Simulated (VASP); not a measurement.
# Ru (Fd-3m) in VASP: a series of runs

Runs on Ru. Level: PBE. Tasks: single point, relaxation of cell and atoms.

All numbers are computed with VASP 6.6.1; they aren't measurements. Logs are shortened: lines on timing, memory, paths and dates and some standing lists are left out, and cuts for length are marked.

**1. The cell of the first run**

The structure is cubic, space group Fd-3m (No. 227). Conventional cell: a = 7.059 Å, b = 7.059 Å, c = 7.059 Å, α = 90.00°, β = 90.00°, γ = 90.00°. Ru (site symmetry -3m) has 12 Ru at 2.50 to 2.93 Å within 3.3 Å. Within 3.9 Å of Ru (site symmetry -43m) lie 16 Ru at 2.93 to 3.06 Å.

**2. Single point, PBE**

Contents of INCAR:

```
SYSTEM = Ru
PREC = Accurate ; ENCUT = 520
EDIFF = 1E-6 ; ISMEAR = 0
SIGMA = 0.1 ; LREAL = .FALSE.
LASPH = .TRUE. ; NELM = 100
ALGO = Fast ; ISIF = 2
LWAVE = .FALSE. ; LCHARG = .FALSE.
GGA = PE ; NBANDS = 51
```

Contents of KPOINTS:

```
Automatic mesh
0
G
  10 10 10
  0 0 0
```

Contents of POSCAR:

```
Ru
1.0
    0.0000000000      3.5296815182      3.5296815182
    3.5296815182      0.0000000000      3.5296815182
    3.5296815182      3.5296815182      0.0000000000
Ru
6
Direct
    0.1250000000      0.1250000000      0.1250000000
    0.1250000000      0.1250000000      0.6250000000
    0.1250000000      0.6250000000      0.1250000000
    0.6250000000      0.1250000000      0.1250000000
    0.5000000000      0.5000000000      0.5000000000
    0.7500000000      0.7500000000      0.7500000000
```

Potentials or basis: VASP PAW PBE potentials, release 64 (Ru_pv).

Command:

```sh
cat potpaw_PBE.64/Ru_pv/POTCAR > POTCAR
mpirun -np 1 vasp_std > vasp.out
```

OUTCAR:

```text
SYSTEM = Ru
   PREC = Accurate
   ENCUT = 520
   EDIFF = 1E-6
   ISMEAR = 0
   LREAL = .FALSE.
   LASPH = .TRUE.
   NELM = 100
   ISIF = 2
   GGA = PE

 ion  position               nearest neighbor table
   1  0.125  0.125  0.125-   2 2.50   3 2.50   4 2.50   2 2.50   3 2.50   4 2.50   6 2.93   5 2.93
                             6 2.93   5 2.93   6 2.93   5 2.93
   2  0.125  0.125  0.625-   1 2.50   1 2.50   3 2.50   4 2.50   3 2.50   4 2.50   6 2.93   5 2.93
                             6 2.93   5 2.93   6 2.93   5 2.93
   3  0.125  0.625  0.125-   1 2.50   2 2.50   1 2.50   2 2.50   4 2.50   4 2.50   5 2.93   6 2.93
                             5 2.93   6 2.93   6 2.93   5 2.93
   4  0.625  0.125  0.125-   1 2.50   2 2.50   3 2.50   1 2.50   2 2.50   3 2.50   5 2.93   6 2.93
                             5 2.93   5 2.93   6 2.93   6 2.93
   5  0.500  0.500  0.500-   1 2.93   2 2.93   3 2.93   1 2.93   2 2.93   4 2.93   1 2.93   3 2.93
                             4 2.93   2 2.93   3 2.93   4 2.93   6 3.06   6 3.06   6 3.06   6 3.06
   6  0.750  0.750  0.750-   2 2.93   3 2.93   4 2.93   1 2.93   3 2.93   4 2.93   1 2.93   2 2.93
                             4 2.93   1 2.93   2 2.93   3 2.93   5 3.06   5 3.06   5 3.06   5 3.06

  LATTYP: Found a face centered cubic cell.
 ALAT       =     7.0593630364

  Lattice vectors:

 A1 = (   0.0000000000,   3.5296815182,   3.5296815182)
 A2 = (   3.5296815182,   0.0000000000,   3.5296815182)
 A3 = (   3.5296815182,   3.5296815182,   0.0000000000)

Analysis of symmetry for initial positions (statically):
=====================================================================
 Subroutine PRICEL returns:
 Original cell was already a primitive cell.

 Routine SETGRP: Setting up the symmetry group for a
 face centered cubic supercell.

 Subroutine GETGRP returns: Found 48 space group operations
 (whereof 24 operations were pure point group operations)
 out of a pool of 48 trial point group operations.

The static configuration has the point symmetry T_d .
 The point group associated with its full space group is O_h .

Analysis of symmetry for dynamics (positions and initial velocities):
=====================================================================
 Subroutine PRICEL returns:
 Original cell was already a primitive cell.

 Routine SETGRP: Setting up the symmetry group for a
 face centered cubic supercell.

 Subroutine GETGRP returns: Found 48 space group operations
 (whereof 24 operations were pure point group operations)
 out of a pool of 48 trial point group operations.

The dynamic configuration has the point symmetry T_d .
 The point group associated with its full space group is O_h .

 Subroutine INISYM returns: Found 48 space group operations
 (whereof 24 operations are pure point group operations),
 and found     1 'primitive' translations

----------------------------------------------------------------------------------------

                                     Primitive cell

  volume of cell :      87.9501

  direct lattice vectors                    reciprocal lattice vectors
     0.000000000  3.529681518  3.529681518    -0.141655840  0.141655840  0.141655840
     3.529681518  0.000000000  3.529681518     0.141655840 -0.141655840  0.141655840
     3.529681518  3.529681518  0.000000000     0.141655840  0.141655840 -0.141655840

  length of vectors
     4.991723474  4.991723474  4.991723474     0.245355112  0.245355112  0.245355112

  position of ions in fractional coordinates (direct lattice)
     0.125000000  0.125000000  0.125000000
     0.125000000  0.125000000  0.625000000
     0.125000000  0.625000000  0.125000000
     0.625000000  0.125000000  0.125000000
     0.500000000  0.500000000  0.500000000
     0.750000000  0.750000000  0.750000000

  ion indices of the primitive-cell ions
   primitive index   ion index
                 1           1
                 2           2
                 3           3
                 4           4
                 5           5
                 6           6

----------------------------------------------------------------------------------------

 KPOINTS: Automatic mesh

Automatic generation of k-mesh.
 Grid dimensions read from file:
 generate k-points for:   10   10   10

 Generating k-lattice:

  Cartesian coordinates                     Fractional coordinates (reciprocal lattice)
    -0.014165584  0.014165584  0.014165584     0.100000000  0.000000000  0.000000000
     0.014165584 -0.014165584  0.014165584     0.000000000  0.100000000  0.000000000
     0.014165584  0.014165584 -0.014165584     0.000000000  0.000000000  0.100000000

  Length of vectors
     0.024535511  0.024535511  0.024535511

  Shift w.r.t. Gamma in fractional coordinates (k-lattice)
     0.000000000  0.000000000  0.000000000

 Subroutine IBZKPT returns following result:
 ===========================================

 Found     47 irreducible k-points:

 Following reciprocal coordinates:
            Coordinates               Weight
  0.000000  0.000000  0.000000      1.000000
  0.100000  0.000000  0.000000      8.000000
  0.200000  0.000000  0.000000      8.000000
  0.300000  0.000000  0.000000      8.000000
  0.400000  0.000000  0.000000      8.000000
  0.500000  0.000000  0.000000      4.000000
[... 16 lines left out ...]
  0.300000  0.300000  0.000000      6.000000
  0.400000  0.300000  0.000000     24.000000
 [... further k-points ...]
   k-points           NKPTS =     47   k-points in BZ     NKDIM =     47   number of bands    NBANDS=     51
   number of dos      NEDOS =    301   number of ions     NIONS =      6
   total plane-waves  NPLWV =  64000
   dimension x,y,z NGX =    40 NGY =   40 NGZ =   40
   dimension x,y,z NGXF=    80 NGYF=   80 NGZF=   80
   ions per type =               6
   NGX,Y,Z   is equivalent  to a cutoff of  13.32, 13.32, 13.32 a.u.
   NGXF,Y,Z  is equivalent  to a cutoff of  26.64, 26.64, 26.64 a.u.
 SYSTEM =  Ru
   PREC   = accura    normal or accurate (medium, high low for compatibility)
   ISTART =      0    job   : 0-new  1-cont  2-samecut
   ICHARG =      2    charge: 1-file 2-atom 10-const
   ISPIN  =      1    spin polarized calculation?
   LNONCOLLINEAR =      F non collinear calculations
   LSORBIT =      F    spin-orbit coupling
   LASPH  =      T    aspherical Exc in radial PAW
   ENCUT  =  520.0 eV  38.22 Ry    6.18 a.u.   9.28  9.28  9.28*2*pi/ulx,y,z
   NELM   =    100;   NELMIN=  2; NELMDL= -5     # of ELM steps
   EDIFF  = 0.1E-05   stopping-criterion for ELM
   LREAL  =      F    real-space projection
   EDIFFG = 0.1E-04   stopping-criterion for IOM
   NSW    =      0    number of steps for IOM
   IBRION =     -1    ionic relax: 0-MD 1-quasi-New 2-CG
   NFREE  =      0    steps in history (QN), initial steepest desc. (CG)
   ISIF   =      2    stress and relaxation
   ISYM   =      2    0-nonsym 1-usesym 2-fastsym
   POTIM  = 0.5000    time-step for ionic-motion
   TEBEG  =    0.0;   TEEND  =   0.0 temperature during run
   PSTRESS=    0.0 pullay stress
   NELECT =      84.0000    total number of electrons
   NUPDOWN=      -1.0000    fix difference up-down
   EMIN   =  10.00;   EMAX   =-10.00  energy-range for DOS
   EFERMI =   0.00;   METHOD = LEGACY
   ISMEAR =     0;   SIGMA  =   0.10  broadening in eV -4-tet -1-fermi 0-gaus
   EFERMI_NEDOS =   21; number of points for ismear=-14 and -15
   IALGO  =     68    algorithm
   IMIX   =      4    mixing-type and parameters
     AMIX     =   0.40;   BMIX     =  1.00
     AMIX_MAG =   1.60;   BMIX_MAG =  1.00
  volume/ion in A,a.u.               =      14.66        98.92
  Fermi-wavevector in a.u.,A,eV,Ry     =   1.612213  3.046641 35.364679  2.599231
  Thomas-Fermi vector in A             =   2.707479
   LORBIT       =      0    0 simple, 1 ext, 2 COOP (PROOUT), +10 PAW based schemes
   GGA     = PE    functional components
   LHFCALC =     F    Hartree Fock is set to
   AEXX    =    0.0000 exact exchange contribution
   IVDW    =     0    specifies the selected vdW correction
   LEPSILON=     F    determine dielectric tensor
   LRPA    =     F    only Hartree local field effects (RPA)
 non-spin polarized calculation
 RMM-DIIS sequential band-by-band and
 Gauss-broadening in eV      SIGMA  =   0.10
  energy-cutoff  :      520.00
  volume of cell :       87.95
 maximum number of plane-waves:      2421
 NGX is ok and might be reduce to    40
   NGX = 19   NGY = 19   NGZ = 19

 number of electron      83.9999990 magnetization

 Free energy of the ion-electron system (eV)
  ---------------------------------------------------
  ext. energy  EPLUGINS =         0.00000000
  ---------------------------------------------------
  free energy    TOTEN  =       -51.65890250 eV

  energy without entropy =      -51.59847428  energy(sigma->0) =      -51.62868839

 E-fermi :  11.6897     XC(G=0): -13.5970

 val. band max:       11.6885381271   @ k =   0.5000   0.4000   0.1000
 cond. band min:      11.6908788904   @ k =  -0.4000   0.3000   0.1000
 fundamental gap:      0.0023407634
 Fermi energy:        11.6897337069

 k-point     1 :       0.0000    0.0000    0.0000
  band No.  band energies     occupation
      1     -32.8234      2.00000
      2     -31.9257      2.00000
      3     -31.9257      2.00000
      4     -31.9257      2.00000
      5     -31.5960      2.00000
      6     -31.5960      2.00000
[... 43 lines left out ...]
     50      14.5801      0.00000
     51      16.4923      0.00000

 k-point     2 :       0.1000    0.0000    0.0000
  band No.  band energies     occupation
      1     -32.7979      2.00000
      2     -31.9192      2.00000
      3     -31.9137      2.00000
      4     -31.9137      2.00000
      5     -31.5932      2.00000
      6     -31.5932      2.00000
[... 43 lines left out ...]
     50      14.5894      0.00000
     51      15.9306      0.00000

 k-point     3 :       0.2000    0.0000    0.0000
  band No.  band energies     occupation
      1     -32.7278      2.00000
      2     -31.8975      2.00000
      3     -31.8824      2.00000
      4     -31.8824      2.00000
      5     -31.5807      2.00000
      6     -31.5807      2.00000
[... 43 lines left out ...]
     50      14.5798      0.00000
     51      15.2917      0.00000
[... 1027 lines left out ...]
 k-point    23 :       0.3000    0.3000    0.0000
  band No.  band energies     occupation
      1     -32.5378      2.00000
      2     -31.9630      2.00000
      3     -31.7508      2.00000
      4     -31.7508      2.00000
      5     -31.6155      2.00000
      6     -31.4772      2.00000
[... 43 lines left out ...]
     50      14.5109      0.00000
     51      15.8764      0.00000

 k-point    24 :       0.4000    0.3000    0.0000
  band No.  band energies     occupation
      1     -32.4428      2.00000
      2     -31.9871      2.00000
      3     -31.7004      2.00000
      4     -31.6984      2.00000
      5     -31.5890      2.00000
      6     -31.4284      2.00000
[... 43 lines left out ...]
     50      14.0427      0.00000
     51      14.8606      0.00000

 [... further k-points ...]
[... 5 lines left out ...]
  --------------------------------------------------------------------------------------
  -------------------------------------------------------------------------------------
  Total        0.0393549      0.0393549      0.0393549      0.0000000      0.0000000      0.0000000
  in kB        0.7169230      0.7169230      0.7169230      0.0000000      0.0000000      0.0000000
  external PRESSURE =       0.7169230 kB  Pullay stress =       0.0000000 kB

 VOLUME and BASIS-vectors are now :
 -----------------------------------------------------------------------------
  energy-cutoff  :      520.00
  volume of cell :       87.95
      direct lattice vectors                 reciprocal lattice vectors
     0.000000000  3.529681518  3.529681518    -0.141655840  0.141655840  0.141655840
     3.529681518  0.000000000  3.529681518     0.141655840 -0.141655840  0.141655840
     3.529681518  3.529681518  0.000000000     0.141655840  0.141655840 -0.141655840

 POSITION                                       TOTAL-FORCE (eV/Angst)
 -----------------------------------------------------------------------------------
      0.88242      0.88242      0.88242        -0.000000     -0.000000      0.000000
      2.64726      2.64726      0.88242        -0.000000     -0.000000      0.000000
      2.64726      0.88242      2.64726        -0.000000     -0.000000      0.000000
      0.88242      2.64726      2.64726        -0.000000     -0.000000      0.000000
      3.52968      3.52968      3.52968        -0.000000     -0.000000     -0.000000
      5.29452      5.29452      5.29452         0.000000      0.000000      0.000000
 -----------------------------------------------------------------------------------
    total drift:                                0.000000     -0.000000      0.000000

  FREE ENERGIE OF THE ION-ELECTRON SYSTEM (eV)
  ---------------------------------------------------
  free  energy   TOTEN  =       -51.6589024951 eV

  energy  without entropy=      -51.5984742783  energy(sigma->0) =      -51.62868839
```

It took 1.9 min on 1 thread of Intel Xeon 6975P-C (Granite Rapids), shared host; peak memory 0.32 GiB.

What came out:

| Property | Result |
| --- | --- |
| Free energy | -51.6589 eV |
| Pressure | 0.1 GPa |
| Band gap on the k mesh | zero (band 42 reaches 12.31 eV, above the bottom of band 43 at 11.45 eV) |

Levels at points of the mesh, in eV from the Fermi level:
```csv
k point,band 39,band 40,band 41,band 42,band 43,band 44,band 45,band 46
"(0.00, 0.00, 0.00)",-0.23,-0.23,-0.23,0.62,0.62,0.62,1.23,1.23
"(0.50, 0.00, 0.00)",-0.85,-0.85,-0.67,-0.36,-0.11,0.07,0.07,0.81
"(0.50, 0.50, 0.00)",-0.74,-0.74,-0.67,-0.67,0.26,0.26,0.32,0.32
```

**3. Relaxation of cell and atoms, PBE**

Contents of INCAR:

```
SYSTEM = Ru
PREC     = Accurate       ! precision mode
ENCUT    = 600            ! plane-wave cutoff, eV
EDIFF    = 1E-6           ! SCF threshold, eV
ISMEAR   = 0              ! smearing method
SIGMA    = 0.1            ! smearing width, eV
LREAL    = .FALSE.        ! projectors in reciprocal space
LASPH    = .TRUE.         ! aspherical terms in the spheres
NELM     = 80             ! most SCF steps
ALGO     = Fast           ! electronic algorithm
ISIF     = 3              ! what is computed and relaxed
LWAVE    = .FALSE.        ! write WAVECAR
LCHARG   = .FALSE.        ! write CHGCAR
GGA      = PE             ! functional
IBRION   = 2              ! ionic algorithm
NSW      = 100            ! ionic steps
EDIFFG   = -0.01          ! ionic threshold
```

Contents of KPOINTS:

```
regular mesh
0
G
  10 10 10
  0 0 0
```

POSCAR: that of step 2 with these lines changed.

```diff
@@ -2,5 +2,5 @@
 1.0
-    0.0000000000      3.5296815182      3.5296815182
-    3.5296815182      0.0000000000      3.5296815182
-    3.5296815182      3.5296815182      0.0000000000
+    0.0000000000      3.5290697159      3.5290697159
+    3.5290697159      0.0000000000      3.5290697159
+    3.5290697159      3.5290697159      0.0000000000
 Ru
```

Potentials or basis: VASP PAW PBE potentials, release 64 (Ru_pv).

Command:

```sh
cat potpaw_PBE.64/Ru_pv/POTCAR > POTCAR
mpirun -np 1 vasp_std > vasp.out
```

OUTCAR:

```text
SYSTEM = Ru
   PREC = Accurate
   ENCUT = 600
   EDIFF = 1E-6
   ISMEAR = 0
   LREAL = .FALSE.
   LASPH = .TRUE.
   NELM = 80
   ISIF = 3
   GGA = PE
   IBRION = 2
   NSW = 100
   EDIFFG = -0.01

 ion  position               nearest neighbor table
   1  0.125  0.125  0.125-   2 2.50   3 2.50   4 2.50   2 2.50   3 2.50   4 2.50   6 2.93   5 2.93
                             6 2.93   5 2.93   6 2.93   5 2.93
   2  0.125  0.125  0.625-   1 2.50   1 2.50   3 2.50   4 2.50   3 2.50   4 2.50   6 2.93   5 2.93
                             6 2.93   5 2.93   6 2.93   5 2.93
[... 1491 lines left out ...]
  Total        0.0515554      0.0515554      0.0515554     -0.0000000      0.0000000      0.0000000
  in kB        0.9396674      0.9396674      0.9396674     -0.0000000      0.0000000      0.0000000
  external PRESSURE =       0.9396674 kB  Pullay stress =       0.0000000 kB

 VOLUME and BASIS-vectors are now :
 -----------------------------------------------------------------------------
  energy-cutoff  :      600.00
  volume of cell :       87.90
      direct lattice vectors                 reciprocal lattice vectors
     0.000000000  3.529069716  3.529069716    -0.141680397  0.141680397  0.141680397
     3.529069716  0.000000000  3.529069716     0.141680397 -0.141680397  0.141680397
     3.529069716  3.529069716  0.000000000     0.141680397  0.141680397 -0.141680397

 POSITION                                       TOTAL-FORCE (eV/Angst)
 -----------------------------------------------------------------------------------
      0.88227      0.88227      0.88227         0.000000      0.000000     -0.000000
      2.64680      2.64680      0.88227         0.000000      0.000000      0.000000
      2.64680      0.88227      2.64680         0.000000      0.000000      0.000000
      0.88227      2.64680      2.64680         0.000000      0.000000      0.000000
      3.52907      3.52907      3.52907        -0.000000      0.000000      0.000000
      5.29360      5.29360      5.29360         0.000000     -0.000000     -0.000000
 -----------------------------------------------------------------------------------
    total drift:                                0.000000     -0.000000      0.000000

  FREE ENERGIE OF THE ION-ELECTRON SYSTEM (eV)
  ---------------------------------------------------
  free  energy   TOTEN  =       -51.6580612130 eV

  energy  without entropy=      -51.5976872582  energy(sigma->0) =      -51.62787424

 reached required accuracy - stopping structural energy minimisation
```

OSZICAR:

```text
N       E                     dE             d eps       ncg     rms          rms(c)
DAV:   1     0.114656757980E+04    0.11466E+04   -0.55164E+04  4700   0.206E+03
DAV:   2    -0.123577772691E+02   -0.11589E+04   -0.11348E+04  4892   0.613E+02
DAV:   3    -0.540490010777E+02   -0.41691E+02   -0.39774E+02  5716   0.115E+02
DAV:   4    -0.553340063687E+02   -0.12850E+01   -0.12350E+01  5408   0.156E+01
DAV:   5    -0.553675265619E+02   -0.33520E-01   -0.33399E-01  5872   0.241E+00    0.307E+01
RMM:   6    -0.543781061038E+02    0.98942E+00   -0.16887E+01  4708   0.205E+01    0.181E+01
RMM:   7    -0.535234970446E+02    0.85461E+00   -0.72317E+00  4707   0.126E+01    0.150E+01
RMM:   8    -0.516454772669E+02    0.18780E+01   -0.23566E+00  4707   0.723E+00    0.219E+00
RMM:   9    -0.516589755880E+02   -0.13498E-01   -0.52569E-01  5193   0.179E+00    0.105E+00
RMM:  10    -0.516581912025E+02    0.78439E-03   -0.80049E-02  4735   0.157E+00    0.626E-01
RMM:  11    -0.516574764011E+02    0.71480E-03   -0.31520E-02  5035   0.615E-01    0.126E-01
RMM:  12    -0.516579784136E+02   -0.50201E-03   -0.66441E-03  5416   0.231E-01    0.411E-02
RMM:  13    -0.516580923957E+02   -0.11398E-03   -0.12503E-03  5645   0.904E-02    0.627E-02
RMM:  14    -0.516580480160E+02    0.44380E-04   -0.29919E-04  4783   0.858E-02    0.116E-02
RMM:  15    -0.516580582070E+02   -0.10191E-04   -0.97885E-05  5149   0.266E-02    0.717E-03
RMM:  16    -0.516580598854E+02   -0.16785E-05   -0.16517E-05  4242   0.114E-02    0.104E-02
RMM:  17    -0.516580611156E+02   -0.12302E-05   -0.53249E-06  2906   0.508E-03    0.629E-03
RMM:  18    -0.516580612130E+02   -0.97363E-07   -0.13439E-06  2782   0.316E-03
   1 F= -.51658061E+02 E0= -.51627874E+02  d E =-.516581E+02
```

It took 2.1 min on 1 thread of Intel Xeon 6975P-C (Granite Rapids), shared host; peak memory 0.34 GiB.

What came out:

* Free energy: -51.6581 eV
* Pressure after relaxing: 0.1 GPa
* Band gap on the k mesh: zero (band 42 reaches 12.32 eV, above the bottom of band 43 at 11.46 eV)

Final structure:
```
CELL_PARAMETERS angstrom
0.00000 3.52907 3.52907
3.52907 0.00000 3.52907
3.52907 3.52907 0.00000
ATOMIC_POSITIONS crystal
Ru 0.12500 0.12500 0.12500
Ru 0.12500 0.12500 0.62500
Ru 0.12500 0.62500 0.12500
Ru 0.62500 0.12500 0.12500
Ru 0.50000 0.50000 0.50000
Ru 0.75000 0.75000 0.75000
```

Caveat: the relaxation stopped at its first step, so nothing moved.
